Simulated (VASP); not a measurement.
# InSb (scanat) (Fm-3m) in VASP: single point with r2SCAN

Aim: the single point of InSb (scanat) with r2SCAN.

All numbers are computed with VASP 6.6.1; they aren't measurements. Logs are shortened: lines on timing, memory, paths and dates and some standing lists are left out, and cuts for length are marked.

### Step 1. The cell of the first run

It takes space group Fm-3m (No. 225, cubic). Conventional cell: a = 6.037 Å, b = 6.037 Å, c = 6.037 Å, α = 90.00°, β = 90.00°, γ = 90.00°. In (site symmetry m-3m) has 6 Sb at 3.02 Å within 4.0 Å. Within 4.0 Å of Sb (site symmetry m-3m) lie 6 In at 3.02 Å.

### Step 2. Single point, r2SCAN

Contents of POSCAR:

```
InSb
1.0
    0.0000000000      3.0186075815      3.0186075815
    3.0186075815      0.0000000000      3.0186075815
    3.0186075815      3.0186075815      0.0000000000
In Sb
1 1
Direct
    0.0000000000      0.0000000000      0.0000000000
    0.5000000000      0.5000000000      0.5000000000
```

Contents of INCAR.step1:

```
SYSTEM = InSb
ALGO     = Normal         ! electronic algorithm
EDIFF    = 1E-5           ! SCF threshold, eV
ENCUT    = 550            ! plane-wave cutoff, eV
GGA      = PE             ! functional
GGA_COMPAT= .False.      
ISMEAR   = 0              ! smearing method
LASPH    = .True.         ! aspherical terms in the spheres
LCHARG   = .False.        ! write CHGCAR
LREAL    = .False.        ! projectors in reciprocal space
LWAVE    = .True.         ! write WAVECAR
NBANDS   = 16             ! bands
NELM     = 120            ! most SCF steps
PREC     = Accurate       ! precision mode
SIGMA    = 0.1            ! smearing width, eV
```

Contents of INCAR.step2:

```
SYSTEM = InSb
ALGO     = Normal         ! electronic algorithm
EDIFF    = 1E-6           ! SCF threshold, eV
ENCUT    = 550            ! plane-wave cutoff, eV
GGA_COMPAT= .False.      
ISIF     = 2              ! what is computed and relaxed
ISMEAR   = 0              ! smearing method
ISTART   = 1            
LASPH    = .True.         ! aspherical terms in the spheres
LCHARG   = .False.        ! write CHGCAR
LMIXTAU  = .True.       
LREAL    = .False.        ! projectors in reciprocal space
LWAVE    = .False.        ! write WAVECAR
METAGGA  = R2SCAN         ! meta-GGA
NBANDS   = 16             ! bands
NELM     = 120            ! most SCF steps
PREC     = Accurate       ! precision mode
SIGMA    = 0.1            ! smearing width, eV
```

Contents of KPOINTS:

```
k-points
0
Gamma
  12 12 12
  0 0 0
```

Potentials or basis: VASP PAW PBE potentials, release 64 (In_d, Sb).

Started as:

```
$ cat potpaw_PBE.64/In_d/POTCAR potpaw_PBE.64/Sb/POTCAR > POTCAR
$ cp INCAR.step1 INCAR
$ mpirun -np 1 vasp_std > vasp.out
$ cp INCAR.step2 INCAR
$ mpirun -np 1 vasp_std > vasp.out
```

OUTCAR:

```text
SYSTEM = InSb
   EDIFF = 1E-6
   ENCUT = 550
   ISIF = 2
   ISMEAR = 0
   ISTART = 1
   LASPH = .True.
   LREAL = .False.
   METAGGA = R2SCAN
   NELM = 120
   PREC = Accurate

 ion  position               nearest neighbor table
   1  0.000  0.000  0.000-   2 3.02   2 3.02   2 3.02   2 3.02   2 3.02   2 3.02
   2  0.500  0.500  0.500-   1 3.02   1 3.02   1 3.02   1 3.02   1 3.02   1 3.02

  LATTYP: Found a face centered cubic cell.
 ALAT       =     6.0372151630

  Lattice vectors:

 A1 = (   0.0000000000,   3.0186075815,   3.0186075815)
 A2 = (   3.0186075815,   0.0000000000,   3.0186075815)
 A3 = (   3.0186075815,   3.0186075815,   0.0000000000)

Analysis of symmetry for initial positions (statically):
=====================================================================
 Subroutine PRICEL returns:
 Original cell was already a primitive cell.

 Routine SETGRP: Setting up the symmetry group for a
 face centered cubic supercell.

 Subroutine GETGRP returns: Found 48 space group operations
 (whereof 48 operations were pure point group operations)
 out of a pool of 48 trial point group operations.

The static configuration has the point symmetry O_h .

Analysis of symmetry for dynamics (positions and initial velocities):
=====================================================================
 Subroutine PRICEL returns:
 Original cell was already a primitive cell.

 Routine SETGRP: Setting up the symmetry group for a
 face centered cubic supercell.

 Subroutine GETGRP returns: Found 48 space group operations
 (whereof 48 operations were pure point group operations)
 out of a pool of 48 trial point group operations.

The dynamic configuration has the point symmetry O_h .

 Subroutine INISYM returns: Found 48 space group operations
 (whereof 48 operations are pure point group operations),
 and found     1 'primitive' translations

----------------------------------------------------------------------------------------

                                     Primitive cell

  volume of cell :      55.0111

  direct lattice vectors                    reciprocal lattice vectors
     0.000000000  3.018607581  3.018607581    -0.165639285  0.165639285  0.165639285
     3.018607581  0.000000000  3.018607581     0.165639285 -0.165639285  0.165639285
     3.018607581  3.018607581  0.000000000     0.165639285  0.165639285 -0.165639285

  length of vectors
     4.268955781  4.268955781  4.268955781     0.286895656  0.286895656  0.286895656

  position of ions in fractional coordinates (direct lattice)
     0.000000000  0.000000000  0.000000000
     0.500000000  0.500000000  0.500000000

  ion indices of the primitive-cell ions
   primitive index   ion index
                 1           1
                 2           2

----------------------------------------------------------------------------------------

 KPOINTS: k-points

Automatic generation of k-mesh.
 Grid dimensions read from file:
 generate k-points for:   12   12   12

 Generating k-lattice:

  Cartesian coordinates                     Fractional coordinates (reciprocal lattice)
    -0.013803274  0.013803274  0.013803274     0.083333333  0.000000000  0.000000000
     0.013803274 -0.013803274  0.013803274     0.000000000  0.083333333  0.000000000
     0.013803274  0.013803274 -0.013803274     0.000000000  0.000000000  0.083333333

  Length of vectors
     0.023907971  0.023907971  0.023907971

  Shift w.r.t. Gamma in fractional coordinates (k-lattice)
     0.000000000  0.000000000  0.000000000

 Subroutine IBZKPT returns following result:
 ===========================================

 Found     72 irreducible k-points:

 Following reciprocal coordinates:
            Coordinates               Weight
  0.000000  0.000000  0.000000      1.000000
  0.083333  0.000000  0.000000      8.000000
  0.166667  0.000000  0.000000      8.000000
  0.250000  0.000000  0.000000      8.000000
  0.333333  0.000000  0.000000      8.000000
  0.416667  0.000000  0.000000      8.000000
[... 16 lines left out ...]
  0.500000  0.166667  0.000000     24.000000
 -0.416667  0.166667  0.000000     24.000000
 [... further k-points ...]
   k-points           NKPTS =     72   k-points in BZ     NKDIM =     72   number of bands    NBANDS=     16
   number of dos      NEDOS =    301   number of ions     NIONS =      2
   total plane-waves  NPLWV =  46656
   dimension x,y,z NGX =    36 NGY =   36 NGZ =   36
   dimension x,y,z NGXF=    72 NGYF=   72 NGZF=   72
   ions per type =               1   1
   NGX,Y,Z   is equivalent  to a cutoff of  14.02, 14.02, 14.02 a.u.
   NGXF,Y,Z  is equivalent  to a cutoff of  28.04, 28.04, 28.04 a.u.
 SYSTEM =  InSb
   PREC   = accura    normal or accurate (medium, high low for compatibility)
   ISTART =      1    job   : 0-new  1-cont  2-samecut
   ICHARG =      0    charge: 1-file 2-atom 10-const
   ISPIN  =      1    spin polarized calculation?
   LNONCOLLINEAR =      F non collinear calculations
   LSORBIT =      F    spin-orbit coupling
   LASPH  =      T    aspherical Exc in radial PAW
   ENCUT  =  550.0 eV  40.42 Ry    6.36 a.u.   8.16  8.16  8.16*2*pi/ulx,y,z
   NELM   =    120;   NELMIN=  2; NELMDL=  0     # of ELM steps
   EDIFF  = 0.1E-05   stopping-criterion for ELM
   LREAL  =      F    real-space projection
   EDIFFG = 0.1E-04   stopping-criterion for IOM
   NSW    =      0    number of steps for IOM
   IBRION =     -1    ionic relax: 0-MD 1-quasi-New 2-CG
   NFREE  =      0    steps in history (QN), initial steepest desc. (CG)
   ISIF   =      2    stress and relaxation
   ISYM   =      2    0-nonsym 1-usesym 2-fastsym
   POTIM  = 0.5000    time-step for ionic-motion
   TEBEG  =    0.0;   TEEND  =   0.0 temperature during run
   PSTRESS=    0.0 pullay stress
   NELECT =      18.0000    total number of electrons
   NUPDOWN=      -1.0000    fix difference up-down
   EMIN   =  10.00;   EMAX   =-10.00  energy-range for DOS
   EFERMI =   0.00;   METHOD = LEGACY
   ISMEAR =     0;   SIGMA  =   0.10  broadening in eV -4-tet -1-fermi 0-gaus
   EFERMI_NEDOS =   21; number of points for ismear=-14 and -15
   IALGO  =     38    algorithm
   IMIX   =      4    mixing-type and parameters
     AMIX     =   0.40;   BMIX     =  1.00
     AMIX_MAG =   1.60;   BMIX_MAG =  1.00
  volume/ion in A,a.u.               =      27.51       185.62
  Fermi-wavevector in a.u.,A,eV,Ry     =   1.128104  2.131807 17.315017  1.272618
  Thomas-Fermi vector in A             =   2.264792
   LORBIT       =      0    0 simple, 1 ext, 2 COOP (PROOUT), +10 PAW based schemes
   METAGGA = R2SCAN    functional components
   LHFCALC =     F    Hartree Fock is set to
   AEXX    =    0.0000 exact exchange contribution
   IVDW    =     0    specifies the selected vdW correction
   LEPSILON=     F    determine dielectric tensor
   LRPA    =     F    only Hartree local field effects (RPA)
 non-spin polarized calculation
 Gauss-broadening in eV      SIGMA  =   0.10
  energy-cutoff  :      550.00
  volume of cell :       55.01
 maximum number of plane-waves:      1639
 NGX is ok and might be reduce to    36
   NGX = 17   NGY = 17   NGZ = 17

 number of electron      18.0000003 magnetization

 Free energy of the ion-electron system (eV)
  ---------------------------------------------------
  ext. energy  EPLUGINS =         0.00000000
  ---------------------------------------------------
  free energy    TOTEN  =       -48.36777891 eV

  energy without entropy =      -48.35915768  energy(sigma->0) =      -48.36346829

 E-fermi :   7.0766     XC(G=0): -10.5504

 val. band max:        7.0622860569   @ k =   0.3333   0.0833   0.0000
 cond. band min:       7.0834885255   @ k =   0.5000   0.3333   0.0833
 fundamental gap:      0.0212024686
 Fermi energy:         7.0766310219

 k-point     1 :       0.0000    0.0000    0.0000
  band No.  band energies     occupation
      1      -7.9371      2.00000
      2      -7.9371      2.00000
      3      -7.8925      2.00000
      4      -7.8925      2.00000
      5      -7.8925      2.00000
      6      -4.6189      2.00000
[... 8 lines left out ...]
     15      13.7462      0.00000
     16      13.7462      0.00000

 k-point     2 :       0.0833    0.0000    0.0000
  band No.  band energies     occupation
      1      -7.9395      2.00000
      2      -7.9395      2.00000
      3      -7.8925      2.00000
      4      -7.8907      2.00000
      5      -7.8907      2.00000
      6      -4.5367      2.00000
[... 8 lines left out ...]
     15      13.9137      0.00000
     16      13.9137      0.00000

 k-point     3 :       0.1667    0.0000    0.0000
  band No.  band energies     occupation
      1      -7.9466      2.00000
      2      -7.9466      2.00000
      3      -7.8928      2.00000
      4      -7.8851      2.00000
      5      -7.8851      2.00000
      6      -4.2927      2.00000
[... 8 lines left out ...]
     15      14.3850      0.00000
     16      14.3850      0.00000

 k-point     4 :       0.2500    0.0000    0.0000
  band No.  band energies     occupation
      1      -7.9570      2.00000
      2      -7.9570      2.00000
      3      -7.8935      2.00000
      4      -7.8769      2.00000
      5      -7.8769      2.00000
      6      -3.8982      2.00000
[... 8 lines left out ...]
     15      15.1371      0.00000
     16      15.1371      0.00000

 k-point     5 :       0.3333    0.0000    0.0000
  band No.  band energies     occupation
      1      -7.9679      2.00000
      2      -7.9679      2.00000
      3      -7.8946      2.00000
      4      -7.8681      2.00000
      5      -7.8681      2.00000
      6      -3.3846      2.00000
[... 8 lines left out ...]
     15      16.1312      0.00000
     16      16.1312      0.00000

 k-point     6 :       0.4167    0.0000    0.0000
  band No.  band energies     occupation
      1      -7.9760      2.00000
      2      -7.9760      2.00000
      3      -7.8956      2.00000
      4      -7.8615      2.00000
      5      -7.8615      2.00000
      6      -2.8484      2.00000
[... 8 lines left out ...]
     15      17.3082      0.00000
     16      17.3082      0.00000
[... 267 lines left out ...]
 k-point    21 :       0.3333    0.1667    0.0000
  band No.  band energies     occupation
      1      -8.0021      2.00000
      2      -7.9402      2.00000
      3      -7.8985      2.00000
      4      -7.8703      2.00000
      5      -7.8645      2.00000
      6      -3.4349      2.00000
[... 8 lines left out ...]
     15      17.0261      0.00000
     16      17.1494      0.00000

 k-point    22 :       0.4167    0.1667    0.0000
  band No.  band energies     occupation
      1      -8.0104      2.00000
      2      -7.9512      2.00000
      3      -7.8953      2.00000
      4      -7.8672      2.00000
      5      -7.8576      2.00000
      6      -2.9055      2.00000
[... 8 lines left out ...]
     15      18.2001      0.00000
     16      18.2072      0.00000

 k-point    23 :       0.5000    0.1667    0.0000
  band No.  band energies     occupation
      1      -8.0107      2.00000
      2      -7.9621      2.00000
      3      -7.8914      2.00000
      4      -7.8659      2.00000
      5      -7.8550      2.00000
      6      -2.4315      2.00000
[... 8 lines left out ...]
     15      18.3508      0.00000
     16      18.4792      0.00000

 k-point    24 :      -0.4167    0.1667    0.0000
  band No.  band energies     occupation
      1      -8.0029      2.00000
      2      -7.9702      2.00000
      3      -7.8885      2.00000
      4      -7.8661      2.00000
      5      -7.8572      2.00000
      6      -2.3456      2.00000
[... 8 lines left out ...]
     15      17.0591      0.00000
     16      17.1508      0.00000

 [... further k-points ...]
[... 5 lines left out ...]
  --------------------------------------------------------------------------------------
  -------------------------------------------------------------------------------------
  Total        0.5371276      0.5371276      0.5371276      0.0000000      0.0000000      0.0000000
  in kB       15.6436506     15.6436506     15.6436506      0.0000000      0.0000000      0.0000000
  external PRESSURE =      15.6436506 kB  Pullay stress =       0.0000000 kB

 VOLUME and BASIS-vectors are now :
 -----------------------------------------------------------------------------
  energy-cutoff  :      550.00
  volume of cell :       55.01
      direct lattice vectors                 reciprocal lattice vectors
     0.000000000  3.018607581  3.018607581    -0.165639285  0.165639285  0.165639285
     3.018607581  0.000000000  3.018607581     0.165639285 -0.165639285  0.165639285
     3.018607581  3.018607581  0.000000000     0.165639285  0.165639285 -0.165639285

 POSITION                                       TOTAL-FORCE (eV/Angst)
 -----------------------------------------------------------------------------------
      0.00000      0.00000      0.00000        -0.000000      0.000000     -0.000000
      3.01861      3.01861      3.01861         0.000000      0.000000      0.000000
 -----------------------------------------------------------------------------------
    total drift:                               -0.000000      0.000000      0.000000

  FREE ENERGIE OF THE ION-ELECTRON SYSTEM (eV)
  ---------------------------------------------------
  free  energy   TOTEN  =       -48.3677789069 eV

  energy  without entropy=      -48.3591576824  energy(sigma->0) =      -48.36346829
```

Wall time 7.5 min (1 thread of Intel Xeon 8259CL, shared host); peak memory 0.26 GiB.

What came out:

- Free energy: -48.3678 eV
- Pressure: 1.6 GPa
- Band gap on the k mesh: zero (band 9 reaches 7.71 eV, above the bottom of band 10 at 4.72 eV)

Caveat: the PAW data sets were made with another functional, which shifts forces and pressure a little; spin-orbit coupling is left out, which moves the levels of the heavy elements.
